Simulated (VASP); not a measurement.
# BaTe in VASP: further runs, part 2 of 3

VASP 6.6.1. The steps go on from the part before.

## Step 4: Single point, PBE (strain along [111] +1.5%)

File INCAR:

```
  PREC = Accurate
  ENCUT = 520
  EDIFF = 1E-7
  ISMEAR = 0
  SIGMA = 0.01
  LREAL = False
  LASPH = True
  NELM = 80
  ALGO = Normal
  ISIF = 2
  LWAVE = False
  LCHARG = False
  GGA = PE
  NBANDS = 15
```

File KPOINTS:

```
regular mesh
0
Gamma
  4 4 4
```

File POSCAR:

```
BaTe
1.0
    0.0353238682      3.5677106931      3.5677106931
    3.5677106931      0.0353238682      3.5677106931
    3.5677106931      3.5677106931      0.0353238682
Ba Te
1 1
Direct
    0.0000000000      0.0000000000      0.0000000000
    0.5000000000      0.5000000000      0.5000000000
```

Potentials or basis: VASP PAW PBE potentials, release 64 (Ba_sv, Te).

Started as:

```bash
$ cat potpaw_PBE.64/Ba_sv/POTCAR potpaw_PBE.64/Te/POTCAR > POTCAR
$ mpirun -np 1 vasp_std > vasp.out
```

OUTCAR:

```text
PREC = Accurate
   ENCUT = 520
   EDIFF = 1E-7
   ISMEAR = 0
   LREAL = False
   LASPH = True
   NELM = 80
   ISIF = 2
   GGA = PE

 ion  position               nearest neighbor table
   1  0.000  0.000  0.000-   2 3.55   2 3.55   2 3.55   2 3.55   2 3.55   2 3.55
   2  0.500  0.500  0.500-   1 3.55   1 3.55   1 3.55   1 3.55   1 3.55   1 3.55

  LATTYP: Found a trigonal (rhomboedric) cell.
 ALAT       =     5.0456284995
 COS(alpha) =     0.5098759986

  Lattice vectors:

 A1 = (   0.0353238682,   3.5677106931,   3.5677106931)
 A2 = (   3.5677106931,   0.0353238682,   3.5677106931)
 A3 = (   3.5677106931,   3.5677106931,   0.0353238682)

Analysis of symmetry for initial positions (statically):
=====================================================================
 Subroutine PRICEL returns:
 Original cell was already a primitive cell.

 Routine SETGRP: Setting up the symmetry group for a
 trigonal (rhombohedral) supercell.

 Subroutine GETGRP returns: Found 12 space group operations
 (whereof 12 operations were pure point group operations)
 out of a pool of 12 trial point group operations.

The static configuration has the point symmetry D_3d.

Analysis of symmetry for dynamics (positions and initial velocities):
=====================================================================
 Subroutine PRICEL returns:
 Original cell was already a primitive cell.

 Routine SETGRP: Setting up the symmetry group for a
 trigonal (rhombohedral) supercell.

 Subroutine GETGRP returns: Found 12 space group operations
 (whereof 12 operations were pure point group operations)
 out of a pool of 12 trial point group operations.

The dynamic configuration has the point symmetry D_3d.

 Subroutine INISYM returns: Found 12 space group operations
 (whereof 12 operations are pure point group operations),
 and found     1 'primitive' translations

----------------------------------------------------------------------------------------

                                     Primitive cell

  volume of cell :      89.4748

  direct lattice vectors                    reciprocal lattice vectors
     0.035323868  3.567710693  3.567710693    -0.142244629  0.140850074  0.140850074
     3.567710693  0.035323868  3.567710693     0.140850074 -0.142244629  0.140850074
     3.567710693  3.567710693  0.035323868     0.140850074  0.140850074 -0.142244629

  length of vectors
     5.045628500  5.045628500  5.045628500     0.244767280  0.244767280  0.244767280

  position of ions in fractional coordinates (direct lattice)
     0.000000000  0.000000000  0.000000000
     0.500000000  0.500000000  0.500000000

  ion indices of the primitive-cell ions
   primitive index   ion index
                 1           1
                 2           2

----------------------------------------------------------------------------------------

 KPOINTS: regular mesh

Automatic generation of k-mesh.
 Grid dimensions read from file:
 generate k-points for:    4    4    4

 Generating k-lattice:

  Cartesian coordinates                     Fractional coordinates (reciprocal lattice)
    -0.035561157  0.035212519  0.035212519     0.250000000  0.000000000 -0.000000000
[... 30 lines left out ...]
   number of dos      NEDOS =    301   number of ions     NIONS =      2
   total plane-waves  NPLWV =  64000
   dimension x,y,z NGX =    40 NGY =   40 NGZ =   40
   dimension x,y,z NGXF=    80 NGYF=   80 NGZF=   80
   ions per type =               1   1
   NGX,Y,Z   is equivalent  to a cutoff of  13.18, 13.18, 13.18 a.u.
   NGXF,Y,Z  is equivalent  to a cutoff of  26.36, 26.36, 26.36 a.u.
 SYSTEM =  unknown system
   PREC   = accura    normal or accurate (medium, high low for compatibility)
   ISTART =      0    job   : 0-new  1-cont  2-samecut
   ICHARG =      2    charge: 1-file 2-atom 10-const
   ISPIN  =      1    spin polarized calculation?
   LNONCOLLINEAR =      F non collinear calculations
   LSORBIT =      F    spin-orbit coupling
   LASPH  =      T    aspherical Exc in radial PAW
   ENCUT  =  520.0 eV  38.22 Ry    6.18 a.u.   9.38  9.38  9.38*2*pi/ulx,y,z
   NELM   =     80;   NELMIN=  2; NELMDL= -5     # of ELM steps
   EDIFF  = 0.1E-06   stopping-criterion for ELM
   LREAL  =      F    real-space projection
   EDIFFG = 0.1E-05   stopping-criterion for IOM
   NSW    =      0    number of steps for IOM
   IBRION =     -1    ionic relax: 0-MD 1-quasi-New 2-CG
   NFREE  =      0    steps in history (QN), initial steepest desc. (CG)
   ISIF   =      2    stress and relaxation
   ISYM   =      2    0-nonsym 1-usesym 2-fastsym
   POTIM  = 0.5000    time-step for ionic-motion
   TEBEG  =    0.0;   TEEND  =   0.0 temperature during run
   PSTRESS=    0.0 pullay stress
   NELECT =      16.0000    total number of electrons
   NUPDOWN=      -1.0000    fix difference up-down
   EMIN   =  10.00;   EMAX   =-10.00  energy-range for DOS
   EFERMI =   0.00;   METHOD = LEGACY
   ISMEAR =     0;   SIGMA  =   0.01  broadening in eV -4-tet -1-fermi 0-gaus
   EFERMI_NEDOS =   21; number of points for ismear=-14 and -15
   IALGO  =     38    algorithm
   IMIX   =      4    mixing-type and parameters
     AMIX     =   0.40;   BMIX     =  1.00
     AMIX_MAG =   1.60;   BMIX_MAG =  1.00
  volume/ion in A,a.u.               =      44.74       301.90
  Fermi-wavevector in a.u.,A,eV,Ry     =   0.922319  1.742930 11.574103  0.850673
  Thomas-Fermi vector in A             =   2.047833
   LORBIT       =      0    0 simple, 1 ext, 2 COOP (PROOUT), +10 PAW based schemes
   GGA     = PE    functional components
   LHFCALC =     F    Hartree Fock is set to
   AEXX    =    0.0000 exact exchange contribution
   IVDW    =     0    specifies the selected vdW correction
   LEPSILON=     F    determine dielectric tensor
   LRPA    =     F    only Hartree local field effects (RPA)
 non-spin polarized calculation
 Gauss-broadening in eV      SIGMA  =   0.01
  energy-cutoff  :      520.00
  volume of cell :       89.47
 maximum number of plane-waves:      2428
 NGX is ok and might be reduce to    40
   NGX = 19   NGY = 19   NGZ = 19

 number of electron      16.0000000 magnetization

 Free energy of the ion-electron system (eV)
  ---------------------------------------------------
  ext. energy  EPLUGINS =         0.00000000
  ---------------------------------------------------
  free energy    TOTEN  =        -8.61998162 eV

  energy without entropy =       -8.61998162  energy(sigma->0) =       -8.61998162

 E-fermi :   2.1662     XC(G=0):  -8.0745

 val. band max:        2.0397847454   @ k =   0.0000   0.0000   0.0000
 cond. band min:       3.6244634989   @ k =   0.5000   0.5000   0.0000
 fundamental gap:      1.5846787534
 Fermi energy:         2.1661980435

 k-point     1 :       0.0000    0.0000    0.0000
  band No.  band energies     occupation
      1     -25.1222      2.00000
      2     -10.2629      2.00000
      3     -10.2629      2.00000
      4     -10.2619      2.00000
      5      -7.4242      2.00000
      6       1.9911      2.00000
      7       2.0398      2.00000
      8       2.0398      2.00000
      9       4.7496      0.00000
     10       4.9207      0.00000
     11       4.9951      0.00000
     12       4.9951      0.00000
     13       5.5386      0.00000
     14       5.5386      0.00000
[... 203 lines left out ...]
      2     -10.5979      2.00000
      3     -10.2721      2.00000
      4     -10.2721      2.00000
      5      -6.8034      2.00000
      6      -0.1116      2.00000
      7       1.0145      2.00000
      8       1.0145      2.00000
      9       6.1698      0.00000
     10       6.6426      0.00000
     11       6.7741      0.00000
     12       6.7741      0.00000
     13       8.9010      0.00000
     14       8.9010      0.00000
     15       9.1498      0.00000

------------------------ aborting loop because EDIFF is reached ----------------------------------------

  FORCE on cell =-STRESS in cart. coord.  units (eV):
  Direction    XX          YY          ZZ          XY          YZ          ZX
  --------------------------------------------------------------------------------------
  -------------------------------------------------------------------------------------
  Total       -0.0457399     -0.0457399     -0.0457399     -0.0655156     -0.0655156     -0.0655156
  in kB       -0.8190401     -0.8190401     -0.8190401     -1.1731523     -1.1731523     -1.1731523
  external PRESSURE =      -0.8190401 kB  Pullay stress =       0.0000000 kB

 VOLUME and BASIS-vectors are now :
 -----------------------------------------------------------------------------
  energy-cutoff  :      520.00
  volume of cell :       89.47
      direct lattice vectors                 reciprocal lattice vectors
     0.035323868  3.567710693  3.567710693    -0.142244629  0.140850074  0.140850074
     3.567710693  0.035323868  3.567710693     0.140850074 -0.142244629  0.140850074
     3.567710693  3.567710693  0.035323868     0.140850074  0.140850074 -0.142244629

 POSITION                                       TOTAL-FORCE (eV/Angst)
 -----------------------------------------------------------------------------------
      0.00000      0.00000      0.00000         0.000000     -0.000000      0.000000
      3.58537      3.58537      3.58537        -0.000000      0.000000     -0.000000
 -----------------------------------------------------------------------------------
    total drift:                                0.000000     -0.000000     -0.000000

  FREE ENERGIE OF THE ION-ELECTRON SYSTEM (eV)
  ---------------------------------------------------
  free  energy   TOTEN  =        -8.6199816187 eV

  energy  without entropy=       -8.6199816187  energy(sigma->0) =       -8.61998162
```

OSZICAR:

```text
N       E                     dE             d eps       ncg     rms          rms(c)
DAV:   1     0.878810352202E+02    0.87881E+02   -0.62769E+03   390   0.895E+02
DAV:   2    -0.308682038304E+01   -0.90968E+02   -0.83582E+02   546   0.152E+02
DAV:   3    -0.859276191940E+01   -0.55059E+01   -0.54726E+01   538   0.418E+01
DAV:   4    -0.873027167444E+01   -0.13751E+00   -0.13750E+00   523   0.680E+00
DAV:   5    -0.873288903149E+01   -0.26174E-02   -0.26173E-02   540   0.765E-01    0.352E+00
DAV:   6    -0.860958109451E+01    0.12331E+00   -0.14016E-01   432   0.186E+00    0.231E+00
DAV:   7    -0.861175516427E+01   -0.21741E-02   -0.11432E-01   489   0.187E+00    0.832E-01
DAV:   8    -0.861936626928E+01   -0.76111E-02   -0.15675E-02   411   0.841E-01    0.201E-01
DAV:   9    -0.861973676189E+01   -0.37049E-03   -0.86911E-04   516   0.186E-01    0.705E-02
DAV:  10    -0.861997027039E+01   -0.23351E-03   -0.41650E-04   425   0.136E-01    0.233E-02
DAV:  11    -0.861998572908E+01   -0.15459E-04   -0.51507E-05   532   0.386E-02    0.216E-02
DAV:  12    -0.861998073522E+01    0.49939E-05   -0.20358E-05   488   0.220E-02    0.124E-02
DAV:  13    -0.861998141059E+01   -0.67537E-06   -0.13426E-06   488   0.715E-03    0.141E-03
DAV:  14    -0.861998153579E+01   -0.12520E-06   -0.62167E-08   350   0.134E-03    0.646E-04
DAV:  15    -0.861998161874E+01   -0.82951E-07   -0.18397E-08   265   0.897E-04
   1 F= -.86199816E+01 E0= -.86199816E+01  d E =-.699228E-73
```

It took 31 s on 1 thread of Intel Xeon 8259CL, shared host; peak memory 0.24 GiB.

Results:

```
Free energy            : -8.6200 eV
Pressure               : -0.1 GPa
Band gap on the k mesh : 1.58 eV (least direct gap 1.96 eV)
```

Levels at points of the mesh, in eV from the valence-band top:
```
           k point  band 4  band 5  band 6  band 7  band 8  band 9  band 10  band 11  band 12  band 13
(0.00, 0.00, 0.00)  -12.30   -9.46   -0.05    0.00    0.00    2.71     2.88     2.96     2.96     3.50
(0.50, 0.00, 0.00)  -12.31   -8.84   -2.14   -1.10   -1.05    4.11     4.59     4.78     4.83     6.77
(0.50, 0.50, 0.00)  -12.37   -9.27   -1.14   -0.42   -0.38    1.58     4.33     4.44     5.37     5.56
(0.50, 0.50, 0.50)  -12.31   -8.84   -2.15   -1.03   -1.03    4.13     4.60     4.73     4.73     6.86
```

Caveat: the cell differs from its parent crystal (strain along [111] +1.5%); spin-orbit coupling is left out, which moves the levels of the heavy elements. A k mesh can miss the band edges.

(Part 2 of 3 ends here.)
